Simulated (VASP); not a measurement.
# Os in VASP: settings compared, part 2 of 2

VASP 6.6.1. Earlier steps stand in the parts before.

### Step 3. Single point, PBE

INCAR

```
  ALGO = Normal
  EDIFF = 1E-6
  ENCUT = 600
  GGA = PE
  GGA_COMPAT = False
  ISIF = 2
  ISMEAR = 1
  LASPH = True
  LCHARG = True
  LELF = True
  LREAL = False
  LVHAR = True
  LWAVE = False
  NBANDS = 15
  NELM = 120
  PREC = Accurate
  SIGMA = 0.1
```

KPOINTS

```
k-points
0
Gamma
  18 18 10
```

POSCAR

```
Os
1.0
    2.7341000000      0.0000000000      0.0000000000
   -1.3670500000      2.3678000565      0.0000000000
    0.0000000000      0.0000000000      4.3197000000
Os
2
Direct
    0.6666666667      0.3333333333      0.7500000000
    0.3333333333      0.6666666667      0.2500000000
```

Potentials or basis: VASP PAW PBE potentials, release 64 (Os).

Launch:

```
> cat potpaw_PBE.64/Os/POTCAR > POTCAR
> mpirun -np 1 vasp_std > vasp.out
```

OUTCAR:

```text
EDIFF = 1E-6
   ENCUT = 600
   GGA = PE
   ISIF = 2
   ISMEAR = 1
   LASPH = True
   LREAL = False
   NELM = 120
   PREC = Accurate

 ion  position               nearest neighbor table
   1  0.667  0.333  0.750-   2 2.68   2 2.68   2 2.68   2 2.68   2 2.68   2 2.68
   2  0.333  0.667  0.250-   1 2.68   1 2.68   1 2.68   1 2.68   1 2.68   1 2.68

  LATTYP: Found a hexagonal cell.
 ALAT       =     2.7341000000
 C/A-ratio  =     1.5799348963

  Lattice vectors:

 A1 = (   2.7341000000,   0.0000000000,   0.0000000000)
 A2 = (  -1.3670500000,   2.3678000565,   0.0000000000)
 A3 = (   0.0000000000,   0.0000000000,   4.3197000000)

Analysis of symmetry for initial positions (statically):
=====================================================================
 Subroutine PRICEL returns:
 Original cell was already a primitive cell.

 Routine SETGRP: Setting up the symmetry group for a
 hexagonal supercell.

 Subroutine GETGRP returns: Found 24 space group operations
 (whereof 12 operations were pure point group operations)
 out of a pool of 24 trial point group operations.

The static configuration has the point symmetry D_3d.
[... 170 lines left out ...]

 k-point     1 :       0.0000    0.0000    0.0000
  band No.  band energies     occupation
      1      -1.4731      2.00000
      2       1.6772      2.00000
      3       6.4155      2.00000
      4       6.4155      2.00000
      5       6.6733      2.00000
      6       7.2579      2.00000
      7       7.2579      2.00000
      8       7.9125      2.00000
      9       7.9125      2.00000
     10       9.5008      0.55647
     11      11.1649     -0.00000
     12      11.1649     -0.00000
     13      18.5557      0.00000
     14      23.5086      0.00000
[... 401 lines left out ...]
      2       2.7702      2.00000
      3       3.1042      2.00000
      4       5.8577      2.00000
      5       5.9553      2.00000
      6       6.8484      2.00000
      7       7.5509      2.00000
      8      11.0624     -0.00000
      9      11.4945      0.00000
     10      11.9809      0.00000
     11      13.3910      0.00000
     12      16.4233      0.00000
     13      18.9123      0.00000
     14      19.9942      0.00000
     15      21.7363      0.00000

 [... further k-points ...]
[... 5 lines left out ...]
  --------------------------------------------------------------------------------------
  -------------------------------------------------------------------------------------
  Total        1.4878836      1.4878836      1.6615497     -0.0000000     -0.0000000      0.0000000
  in kB       85.2445341     85.2445341     95.1942919     -0.0000000     -0.0000000      0.0000000
  external PRESSURE =      88.5611200 kB  Pullay stress =       0.0000000 kB

 VOLUME and BASIS-vectors are now :
 -----------------------------------------------------------------------------
  energy-cutoff  :      600.00
  volume of cell :       27.96
      direct lattice vectors                 reciprocal lattice vectors
     2.734100000  0.000000000  0.000000000     0.365751070  0.211166479  0.000000000
    -1.367050000  2.367800057  0.000000000     0.000000000  0.422332957  0.000000000
     0.000000000  0.000000000  4.319700000     0.000000000  0.000000000  0.231497558

 POSITION                                       TOTAL-FORCE (eV/Angst)
 -----------------------------------------------------------------------------------
      1.36705      0.78927      3.23977        -0.000000      0.000000      0.000000
     -0.00000      1.57853      1.07993         0.000000      0.000000      0.000000
 -----------------------------------------------------------------------------------
    total drift:                               -0.000000      0.000000     -0.000000

  FREE ENERGIE OF THE ION-ELECTRON SYSTEM (eV)
  ---------------------------------------------------
  free  energy   TOTEN  =       -22.4808524586 eV

  energy  without entropy=      -22.4805870781  energy(sigma->0) =      -22.48076400
```

OSZICAR:

```text
N       E                     dE             d eps       ncg     rms          rms(c)
DAV:   1     0.117250600645E+03    0.11725E+03   -0.80966E+03  6660   0.115E+03
DAV:   2    -0.180535309425E+02   -0.13530E+03   -0.11811E+03  6730   0.344E+02
DAV:   3    -0.238334811268E+02   -0.57800E+01   -0.55302E+01  8949   0.633E+01
DAV:   4    -0.238825866274E+02   -0.49106E-01   -0.49015E-01  7255   0.596E+00
DAV:   5    -0.238828495717E+02   -0.26294E-03   -0.26293E-03  9132   0.409E-01    0.232E+01
DAV:   6    -0.228115379905E+02    0.10713E+01   -0.86606E-01  8431   0.805E+00    0.106E+01
DAV:   7    -0.224889986297E+02    0.32254E+00   -0.61799E-01  8627   0.665E+00    0.525E-01
DAV:   8    -0.224834644534E+02    0.55342E-02   -0.63222E-03  6828   0.604E-01    0.331E-01
DAV:   9    -0.224808507454E+02    0.26137E-02   -0.15964E-03  8074   0.402E-01    0.473E-02
DAV:  10    -0.224808759302E+02   -0.25185E-04   -0.62567E-05  8655   0.682E-02    0.927E-03
DAV:  11    -0.224808533789E+02    0.22551E-04   -0.41980E-06  7479   0.220E-02    0.131E-03
DAV:  12    -0.224808524586E+02    0.92028E-06   -0.86119E-08  4576   0.304E-03
   1 F= -.22480852E+02 E0= -.22480764E+02  d E =-.265381E-03
```

stdout:

```text
POSCAR found type information on POSCAR Os
 POSCAR found :  1 types and       2 ions
 scaLAPACK will be used
 LDA part: xc-table for (Slater+PW92), standard interpolation
 POSCAR, INCAR and KPOINTS ok, starting setup
 FFT: planning ... GRIDC
 FFT: planning ... GRID_SOFT
 FFT: planning ... GRID
 WAVECAR not read
 entering main loop
```

Run time: 2.5 min. Hardware: 1 thread of AMD EPYC 7R43 (Zen 3), shared host; peak memory 0.19 GiB.

Results:

```yaml
Free_energy: -22.4809 eV
Pressure: 8.9 GPa
Band_gap_on_the_k_mesh: zero (band 8 reaches 11.51 eV, above the bottom of band 9 at 7.58 eV)
```

Stress tensor (GPa, compression positive):
```
8.52 0.00 0.00
0.00 8.52 0.00
0.00 0.00 9.52
```

Caveat: spin-orbit coupling is left out, which moves the levels of the heavy elements.

### Step 4. Single point, PBE+D4

This run uses another cell than the first one, of 13.14 Å³/atom, 0.940 times its volume.

INCAR

```
PREC = Accurate ; ENCUT = 520
EDIFF = 1E-7 ; ISMEAR = -1
SIGMA = 0.05 ; LREAL = False
LASPH = True ; NELM = 80
ALGO = Normal ; ISIF = 2
LWAVE = False ; LCHARG = True
GGA = PE ; IVDW = 13
LELF = True ; LVHAR = True
NBANDS = 15
```

KPOINTS

```
Automatic mesh
0
Gamma
  11 11 6
```

POSCAR

```
Os
1.0
    2.6782863798      0.0000000000      0.0000000000
   -1.3391431899      2.3194640436      0.0000000000
    0.0000000000      0.0000000000      4.2315181138
Os
2
Direct
    0.6666666667      0.3333333333      0.7500000000
    0.3333333333      0.6666666667      0.2500000000
```

Launch:

```
> cat potpaw_PBE.64/Os/POTCAR > POTCAR
> mpirun -np 1 vasp_std > vasp.out
```

Wall time 16 s (1 thread of Intel Xeon Platinum 8375C at 2.90GHz (Ice Lake), shared host); peak memory 0.15 GiB.

The run converged. Its results:

- Free energy: -23.7048 eV
- Pressure: 32.8 GPa
- Band gap on the k mesh: zero (band 8 reaches 12.78 eV, above the bottom of band 9 at 8.48 eV)
- Dispersion energy per atom: -0.742 eV

Stress tensor (GPa, compression positive):
```
32.02  0.00  0.00
 0.00 32.02  0.00
 0.00  0.00 34.39
```

Levels at points of the mesh, in eV from the Fermi level:
| k point | band 4 | band 5 | band 6 | band 7 | band 8 | band 9 | band 10 | band 11 | band 12 | band 13 |
| --- | --- | --- | --- | --- | --- | --- | --- | --- | --- | --- |
| (0.00, 0.00, 0.00) | -3.31 | -3.03 | -2.38 | -2.38 | -1.66 | -1.66 | 0.09 | 1.90 | 1.90 | 9.89 |
| (0.00, 0.00, 0.50) | -3.83 | -3.52 | -3.52 | -3.52 | -3.52 | 1.05 | 1.05 | 1.05 | 1.05 | 13.78 |

Caveat: spin-orbit coupling is left out, which moves the levels of the heavy elements; pairwise dispersion overbinds metals, which lowers pressure and volume.

### Step 5. Single point, PBEsol+D3(BJ)

This run uses another cell than the first one, of 13.14 Å³/atom, 0.940 times its volume.

INCAR

```
PREC     = Accurate       # precision mode
ENCUT    = 520            # plane-wave cutoff, eV
EDIFF    = 1E-7           # SCF threshold, eV
ISMEAR   = -1             # smearing method
SIGMA    = 0.05           # smearing width, eV
LREAL    = False          # projectors in reciprocal space
LASPH    = True           # aspherical terms in the spheres
NELM     = 60             # most SCF steps
ALGO     = Normal         # electronic algorithm
ISIF     = 2              # what is computed and relaxed
LWAVE    = False          # write WAVECAR
LCHARG   = True           # write CHGCAR
GGA      = PS             # functional
IVDW     = 12             # dispersion correction
LELF     = True           # ELF
LVHAR    = True         
NBANDS   = 15             # bands
```

KPOINTS is that of step 4.

POSCAR is that of step 4.

Launch:

```
> cat potpaw_PBE.64/Os/POTCAR > POTCAR
> mpirun -np 1 vasp_std > vasp.out
```

Wall time 16 s (1 thread of Intel Xeon Platinum 8375C at 2.90GHz (Ice Lake), shared host); peak memory 0.16 GiB.

The run converged. Its results:

```yaml
Free_energy: -25.7657 eV
Pressure: 20.1 GPa
Band_gap_on_the_k_mesh: zero (band 8 reaches 12.62 eV, above the bottom of band 9 at 8.32 eV)
Dispersion_energy_per_atom: -0.711 eV
```

Stress tensor (GPa, compression positive):
```
19.46  0.00  0.00
 0.00 19.46  0.00
 0.00  0.00 21.47
```

Levels at points of the mesh, in eV from the Fermi level:
```csv
k point,band 5,band 6,band 7,band 8,band 9,band 10,band 11,band 12
"(0.00, 0.00, 0.00)",-3.04,-2.38,-2.38,-1.66,-1.66,0.06,1.91,1.91
"(0.00, 0.00, 0.50)",-3.53,-3.53,-3.53,-3.53,1.06,1.06,1.06,1.06
```

Caveat: the PAW data sets were made with another functional, which shifts forces and pressure a little; spin-orbit coupling is left out, which moves the levels of the heavy elements; pairwise dispersion overbinds metals, which lowers pressure and volume.

### Step 6. The runs side by side

| level | cell | k mesh | cutoff (eV) | smearing | gap on the mesh (eV) | pressure (GPa) |
| --- | --- | --- | --- | --- | --- | --- |
| PBE | a = 2.734, b = 2.734, c = 4.320 Å, angles 90.0, 90.0, 120.0°, 2 atoms | 8 × 8 × 5 | 600 | methfessel-paxton 0.1 eV | none | 9.2 |
| PBE | a = 2.734, b = 2.734, c = 4.320 Å, angles 90.0, 90.0, 120.0°, 2 atoms | 18 × 18 × 10 | 600 | methfessel-paxton 0.1 eV | none | 8.9 |
| PBE+D4 | a = 2.678, b = 2.678, c = 4.232 Å, angles 90.0, 90.0, 120.0°, 2 atoms | 11 × 11 × 6 | 520 | fermi-dirac 0.05 eV | none | 32.8 |
| PBEsol+D3(BJ) | a = 2.678, b = 2.678, c = 4.232 Å, angles 90.0, 90.0, 120.0°, 2 atoms | 11 × 11 × 6 | 520 | fermi-dirac 0.05 eV | none | 20.1 |

Some of these runs hold the atoms at other places in the same cell, which the table doesn't show; runs alike in all that it shows share one row.

Alike in all rows: task single point; potentials or basis VASP PAW PBE potentials, release 64 (Os); no spin polarisation.

Caveats: spin-orbit coupling is left out, which moves the levels of the heavy elements; pairwise dispersion overbinds metals, which lowers pressure and volume (some runs); forces of over 1 eV/Å act on the atoms, so gaps and moduli don't describe the material at rest (some runs); the PAW data sets were made with another functional, which shifts forces and pressure a little (some runs).

Total energies depend on the potentials used, so only differences within one code and one set of settings carry meaning.
